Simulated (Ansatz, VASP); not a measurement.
**MgO: VASP beside Ansatz**

The input INCAR:

```
  PREC = Accurate
  ENCUT = 520
  EDIFF = 1E-7
  ISMEAR = 0
  SIGMA = 0.05
  LREAL = False
  LASPH = True
  NELM = 80
  ALGO = Normal
  ISIF = 2
  LWAVE = False
  LCHARG = False
  GGA = PE
  NBANDS = 16
```

KPOINTS

```
regular mesh
0
Gamma
  9 9 6
```

Contents of POSCAR:

```
MgO
1.0
    3.2447370978      0.0000000000      0.0000000000
   -1.6223685489      2.8100247553      0.0000000000
    0.0000000000      0.0000000000      5.3466777897
Mg O
2 2
Direct
    0.3333333333      0.6666666667     -0.0132065475
    0.6666666667      0.3333333333      0.4867934525
    0.3333333333      0.6666666667      0.3982811987
    0.6666666667      0.3333333333      0.8982811987
```

Input for Ansatz:

```yaml
crystal:
  lattice:
    - [3.2447370978, 0.0, 0.0]
    - [-1.6223685489, 2.8100247553, 0.0]
    - [0.0, 0.0, 5.3466777897]
  atoms:
    - { symbol: Mg, position: [0.3333333333, 0.6666666667, -0.0132065475] }
    - { symbol: Mg, position: [0.6666666667, 0.3333333333, 0.4867934525] }
    - { symbol: O, position: [0.3333333333, 0.6666666667, 0.3982811987] }
    - { symbol: O, position: [0.6666666667, 0.3333333333, 0.8982811987] }
basis:
  ecutwfc: 520.0
kpoints:
  mp_grid: { grid: [9, 9, 6] }
hamiltonian:
  xc: pbe
  pseudopotentials: { kind: paw, azcp: { folder: soft_1 } }
scf:
  occupations: { method: gaussian, width: 0.05 }
output:
  forces: true
  stress: true
  eigenvalues: true
```

Alike in both runs: task single point; functional PBE; k mesh 9 × 9 × 6; occupations gaussian, width 0.05 eV; no spin polarisation.

```csv
,VASP,Ansatz
version,VASP 6.6.1,Ansatz 0.2.0
potentials or method,"VASP PAW PBE potentials, release 64 (Mg, O), cutoff 520 eV","scalar-relativistic, plane waves, PAW"
valence electrons in the cell,16,32
```

```csv
,VASP,Ansatz,Ansatz less VASP
gap on the k mesh at the Fermi level (eV),3.35,3.37,+0.019
least direct gap on the mesh (eV),3.35,3.37,+0.019
pressure (GPa),2.4,2.8,+0.39
"traceless stress, the component that is largest in VASP (GPa)",-11.35,-11.24,+0.113
rms of the force components (eV/Å),0.458,0.452,-0.0057
```

Atom by atom the forces differ by 0.006 eV/Å (rms over components). VASP's potentials hold 16 valence electrons a cell and Ansatz's 32, so a difference there can come from the potentials and not from the codes.
